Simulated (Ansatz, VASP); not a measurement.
# Sb: VASP beside Ansatz

```
CELL_PARAMETERS angstrom
3.13879 0.00000 0.00000
0.00000 3.13879 0.00000
0.00000 0.00000 3.13879
ATOMIC_POSITIONS crystal
Sb 0.00000 0.00000 0.00000
```

Change from the starting cell: volume scaled by 0.98, PAW files.

Alike in both runs: task electric field gradients; functional PBEsol; k mesh 12 × 12 × 12; occupations fermi-dirac, width 0.08 eV; no spin polarisation.

```csv
,VASP,Ansatz
version,VASP 6.6.1,Ansatz 0.2.0
potentials or method,"VASP PAW PBE potentials, release 64 (Sb)","PAW with Ansatz's default frozen-core files, scalar-relativistic"
plane-wave cutoff (eV),520,420
valence electrons in the cell,5,15
```

```tsv
	VASP	Ansatz	Ansatz less VASP
pressure (GPa)	-3.8	-3.8	-0.05
```

VASP's potentials were made for PBE, not for PBEsol. VASP's potentials hold 5 valence electrons a cell and Ansatz's 15, so a difference there can come from the potentials and not from the codes.

Spin-orbit coupling is off throughout.
